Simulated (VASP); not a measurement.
# La3LuO2 (I4/mmm) in VASP: further runs

Runs on La3LuO2. Level: PBE. Tasks: single point.

Everything below comes from runs of VASP 6.6.1. Logs are shortened: lines on timing, memory, paths and dates and some standing lists are left out, and cuts for length are marked.

**1. The cell of the first run**

The structure is tetragonal, space group I4/mmm (No. 139). The conventional cell has a = 7.286 Å, b = 7.286 Å, c = 8.679 Å, α = 90.00°, β = 90.00°, γ = 90.00°. La (site symmetry mmm) has 2 O at 2.17 Å within 2.9 Å. Within 4.8 Å of La (site symmetry 4/mmm) lie 4 La at 3.64 Å and 8 O at 4.24 Å and 2 Lu at 4.34 Å. Lu (site symmetry 4/mmm) has 6 La at 3.64 to 4.34 Å and 8 O at 4.24 Å within 4.8 Å. O (site symmetry -4m2) has 2 La at 2.17 Å within 2.9 Å.

**2. Single point, PBE**

Input file INCAR:

```
SYSTEM = La3LuO2
ALGO     = Normal         ! electronic algorithm
EDIFF    = 1E-6           ! SCF threshold, eV
ENCUT    = 520            ! plane-wave cutoff, eV
GGA      = PE             ! functional
ISIF     = 2              ! what is computed and relaxed
ISMEAR   = 0              ! smearing method
LASPH    = .True.         ! aspherical terms in the spheres
LCHARG   = .True.         ! write CHGCAR
LELF     = .True.         ! ELF
LREAL    = .False.        ! projectors in reciprocal space
LVHAR    = .True.       
LWAVE    = .False.        ! write WAVECAR
NBANDS   = 44             ! bands
NELM     = 100            ! most SCF steps
PREC     = Accurate       ! precision mode
SIGMA    = 0.1            ! smearing width, eV
```

Input file KPOINTS:

```
k-points
0
Gamma
  4 4 4
  0 0 0
```

Input file POSCAR:

```
La3LuO2
1.0
   -3.6429190824      3.6429190824      4.3396446859
    3.6429190824     -3.6429190824      4.3396446859
    3.6429190824      3.6429190824     -4.3396446859
La Lu O
3 1 2
Direct
    0.5000000000      0.0000000000      0.5000000000
    0.0000000000      0.5000000000      0.5000000000
    0.0000000000      0.0000000000      0.0000000000
    0.5000000000      0.5000000000      0.0000000000
    0.7500000000      0.2500000000      0.5000000000
    0.2500000000      0.7500000000      0.5000000000
```

Potentials or basis: VASP PAW PBE potentials, release 64 (La, Lu, O).

Run with:

```bash
> cat potpaw_PBE.64/La/POTCAR potpaw_PBE.64/Lu/POTCAR potpaw_PBE.64/O/POTCAR > POTCAR
> mpirun -np 1 vasp_std > vasp.out
```

OUTCAR:

```text
SYSTEM = La3LuO2
   EDIFF = 1E-6
   ENCUT = 520
   GGA = PE
   ISIF = 2
   ISMEAR = 0
   LASPH = .True.
   LREAL = .False.
   NELM = 100
   PREC = Accurate

 ion  position               nearest neighbor table
   1  0.500  0.000  0.500-   5 2.17   6 2.17   3 3.64   4 3.64   4 3.64   3 3.64
   2  0.000  0.500  0.500-   5 2.17   6 2.17   3 3.64   4 3.64   3 3.64   4 3.64
   3  0.000  0.000  0.000-   1 3.64   2 3.64   2 3.64   1 3.64
   4  0.500  0.500  0.000-   1 3.64   2 3.64   1 3.64   2 3.64
   5  0.750  0.250  0.500-   1 2.17   2 2.17
   6  0.250  0.750  0.500-   1 2.17   2 2.17

  LATTYP: Found a body centered tetragonal cell.
 ALAT       =     7.2858381648
 C/A-ratio  =     1.1912547569

  Lattice vectors:

 A1 = (  -3.6429190824,   3.6429190824,   4.3396446859)
 A2 = (   3.6429190824,  -3.6429190824,   4.3396446859)
 A3 = (   3.6429190824,   3.6429190824,  -4.3396446859)

Analysis of symmetry for initial positions (statically):
=====================================================================
 Subroutine PRICEL returns:
 Original cell was already a primitive cell.

 Routine SETGRP: Setting up the symmetry group for a
 body centered tetragonal supercell.

 Subroutine GETGRP returns: Found 16 space group operations
 (whereof 16 operations were pure point group operations)
 out of a pool of 16 trial point group operations.

The static configuration has the point symmetry D_4h.

Analysis of symmetry for dynamics (positions and initial velocities):
=====================================================================
 Subroutine PRICEL returns:
 Original cell was already a primitive cell.

 Routine SETGRP: Setting up the symmetry group for a
 body centered tetragonal supercell.

 Subroutine GETGRP returns: Found 16 space group operations
 (whereof 16 operations were pure point group operations)
 out of a pool of 16 trial point group operations.

The dynamic configuration has the point symmetry D_4h.

 Subroutine INISYM returns: Found 16 space group operations
 (whereof 16 operations are pure point group operations),
 and found     1 'primitive' translations

----------------------------------------------------------------------------------------

                                     Primitive cell

  volume of cell :     230.3633

  direct lattice vectors                    reciprocal lattice vectors
[... 84 lines left out ...]
   LREAL  =      F    real-space projection
   EDIFFG = 0.1E-04   stopping-criterion for IOM
   NSW    =      0    number of steps for IOM
   IBRION =     -1    ionic relax: 0-MD 1-quasi-New 2-CG
   NFREE  =      0    steps in history (QN), initial steepest desc. (CG)
   ISIF   =      2    stress and relaxation
   ISYM   =      2    0-nonsym 1-usesym 2-fastsym
   POTIM  = 0.5000    time-step for ionic-motion
   TEBEG  =    0.0;   TEEND  =   0.0 temperature during run
   PSTRESS=    0.0 pullay stress
   NELECT =      70.0000    total number of electrons
   NUPDOWN=      -1.0000    fix difference up-down
   EMIN   =  10.00;   EMAX   =-10.00  energy-range for DOS
   EFERMI =   0.00;   METHOD = LEGACY
   ISMEAR =     0;   SIGMA  =   0.10  broadening in eV -4-tet -1-fermi 0-gaus
   EFERMI_NEDOS =   21; number of points for ismear=-14 and -15
   IALGO  =     38    algorithm
   IMIX   =      4    mixing-type and parameters
     AMIX     =   0.40;   BMIX     =  1.00
     AMIX_MAG =   1.60;   BMIX_MAG =  1.00
  volume/ion in A,a.u.               =      38.39       259.09
  Fermi-wavevector in a.u.,A,eV,Ry     =   1.100618  2.079866 16.481540  1.211359
  Thomas-Fermi vector in A             =   2.237032
   LORBIT       =      0    0 simple, 1 ext, 2 COOP (PROOUT), +10 PAW based schemes
   GGA     = PE    functional components
   LHFCALC =     F    Hartree Fock is set to
   AEXX    =    0.0000 exact exchange contribution
   IVDW    =     0    specifies the selected vdW correction
   LEPSILON=     F    determine dielectric tensor
   LRPA    =     F    only Hartree local field effects (RPA)
 non-spin polarized calculation
 Gauss-broadening in eV      SIGMA  =   0.10
  energy-cutoff  :      520.00
  volume of cell :      230.36
 maximum number of plane-waves:      6232
   NGX = 25   NGY = 25   NGZ = 25

 number of electron      69.9999981 magnetization

 Free energy of the ion-electron system (eV)
  ---------------------------------------------------
  ext. energy  EPLUGINS =         0.00000000
  ---------------------------------------------------
  free energy    TOTEN  =       -32.98518872 eV

  energy without entropy =      -32.92253803  energy(sigma->0) =      -32.95386338

 E-fermi :   3.4428     XC(G=0):  -8.0435

 val. band max:        3.4163708416   @ k =   0.5000   0.5000   0.5000
 cond. band min:       3.4521661345   @ k =   0.5000   0.2500   0.0000
 fundamental gap:      0.0357952929
 Fermi energy:         3.4427830618

 k-point     1 :       0.0000    0.0000    0.0000
  band No.  band energies     occupation
      1     -54.7388      2.00000
      2     -30.6416      2.00000
      3     -28.3441      2.00000
      4     -28.2897      2.00000
      5     -25.4215      2.00000
      6     -25.2858      2.00000
[... 600 lines left out ...]
     43       4.1307      0.00000
     44       4.1595      0.00000

------------------------ aborting loop because EDIFF is reached ----------------------------------------

  FORCE on cell =-STRESS in cart. coord.  units (eV):
  Direction    XX          YY          ZZ          XY          YZ          ZX
  --------------------------------------------------------------------------------------
  -------------------------------------------------------------------------------------
  Total       -0.0122084     -0.0122084     -0.2068123      0.0000000     -0.0000000      0.0000000
  in kB       -0.0849095     -0.0849095     -1.4383806      0.0000000     -0.0000000      0.0000000
  external PRESSURE =      -0.5360665 kB  Pullay stress =       0.0000000 kB

 VOLUME and BASIS-vectors are now :
 -----------------------------------------------------------------------------
  energy-cutoff  :      520.00
  volume of cell :      230.36
      direct lattice vectors                 reciprocal lattice vectors
    -3.642919082  3.642919082  4.339644686     0.000000000  0.137252568  0.115216806
     3.642919082 -3.642919082  4.339644686     0.137252568  0.000000000  0.115216806
     3.642919082  3.642919082 -4.339644686     0.137252568  0.137252568  0.000000000

 POSITION                                       TOTAL-FORCE (eV/Angst)
 -----------------------------------------------------------------------------------
      0.00000      3.64292      0.00000         0.000000      0.000000     -0.000000
      3.64292      0.00000      0.00000         0.000000      0.000000     -0.000000
      0.00000      0.00000      0.00000         0.000000      0.000000     -0.000000
      0.00000      0.00000      4.33964         0.000000      0.000000     -0.000000
      0.00000      3.64292      2.16982        -0.000000     -0.000000      0.000000
      3.64292      0.00000      2.16982        -0.000000      0.000000      0.000000
 -----------------------------------------------------------------------------------
    total drift:                               -0.000000      0.000000     -0.000000

  FREE ENERGIE OF THE ION-ELECTRON SYSTEM (eV)
  ---------------------------------------------------
  free  energy   TOTEN  =       -32.9851887191 eV

  energy  without entropy=      -32.9225380328  energy(sigma->0) =      -32.95386338
```

stdout:

```text
POSCAR found type information on POSCAR LaLuO
 POSCAR found :  3 types and       6 ions
 scaLAPACK will be used
 LDA part: xc-table for (Slater+PW92), standard interpolation
 POSCAR, INCAR and KPOINTS ok, starting setup
 FFT: planning ... GRIDC
 FFT: planning ... GRID_SOFT
 FFT: planning ... GRID
 WAVECAR not read
 entering main loop
```

Run time: 8.4 min. Hardware: 1 thread of Intel Xeon Platinum 8488C (Sapphire Rapids), shared host; peak memory 0.43 GiB.

Results:

```
Free energy            : -32.9852 eV
Pressure               : -0.1 GPa
Band gap on the k mesh : zero (band 35 reaches 3.53 eV, above the bottom of band 36 at 3.34 eV)
```

Levels at points of the mesh, in eV from the Fermi level:
| k point | band 33 | band 34 | band 35 | band 36 | band 37 | band 38 |
| --- | --- | --- | --- | --- | --- | --- |
| (0.00, 0.00, 0.00) | -0.93 | -0.54 | -0.39 | -0.10 | 0.16 | 0.58 |
| (0.50, 0.00, 0.00) | -1.05 | -0.27 | -0.03 | 0.10 | 0.34 | 0.39 |
| (0.50, 0.50, 0.00) | -0.64 | -0.03 | 0.09 | 0.12 | 0.17 | 0.55 |
| (0.50, 0.50, 0.50) | -0.92 | -0.81 | -0.37 | -0.03 | 0.06 | 0.39 |

Caveat: spin-orbit coupling is left out, which moves the levels of the heavy elements.

**3. Single point, PBE**

This run uses another cell than the first one, of 27.20 Å³/atom, 0.708 times its volume.

Input file INCAR:

```
PREC = Accurate
ENCUT = 520
EDIFF = 1E-6
ISMEAR = 0
SIGMA = 0.1
LREAL = False
LASPH = True
NELM = 80
ALGO = Normal
ISIF = 2
LWAVE = False
LCHARG = False
GGA = PE
NBANDS = 44
```

Input file KPOINTS:

```
Automatic mesh
0
Gamma
  4 4 4
```

POSCAR: that of step 2 with these lines changed.

```diff
@@ -2,5 +2,5 @@
 1.0
-   -3.6429190824      3.6429190824      4.3396446859
-    3.6429190824     -3.6429190824      4.3396446859
-    3.6429190824      3.6429190824     -4.3396446859
+   -3.2942492800      3.2942492800      3.7592425000
+    3.2942492800     -3.2942492800      3.7592425000
+    3.2942492800      3.2942492800     -3.7592425000
 La Lu O
```

Potentials or basis: VASP PAW PBE potentials, release 64 (La, Lu, O).

Run with:

```bash
> cat potpaw_PBE.64/La/POTCAR potpaw_PBE.64/Lu/POTCAR potpaw_PBE.64/O/POTCAR > POTCAR
> mpirun -np 1 vasp_std > vasp.out
```

Run time: 5.8 min. Hardware: 1 thread of Intel Xeon Platinum 8488C (Sapphire Rapids), shared host; peak memory 0.38 GiB.

The run converged. Its results:

```
Free energy            : -28.6748 eV
Pressure               : 22.3 GPa
Band gap on the k mesh : zero (band 35 reaches 6.20 eV, above the bottom of band 36 at 5.90 eV)
```

Stress tensor (GPa, compression positive):
```
 5.97  0.00  0.00
 0.00  5.97  0.00
 0.00  0.00 54.84
```

Levels at points of the mesh, in eV from the Fermi level:
```
           k point  band 32  band 33  band 34  band 35  band 36  band 37  band 38  band 39
(0.00, 0.00, 0.00)    -2.06    -0.67    -0.49    -0.09     0.14     0.26     0.26     0.81
(0.50, 0.00, 0.00)    -1.90    -1.06    -0.63    -0.34     0.17     0.52     0.61     0.74
(0.50, 0.50, 0.00)    -0.81    -0.64    -0.13     0.23     0.38     0.60     0.68     1.07
(0.50, 0.50, 0.50)    -1.33    -0.51    -0.42     0.00     0.02     0.04     0.38     1.00
```

Caveat: spin-orbit coupling is left out, which moves the levels of the heavy elements.
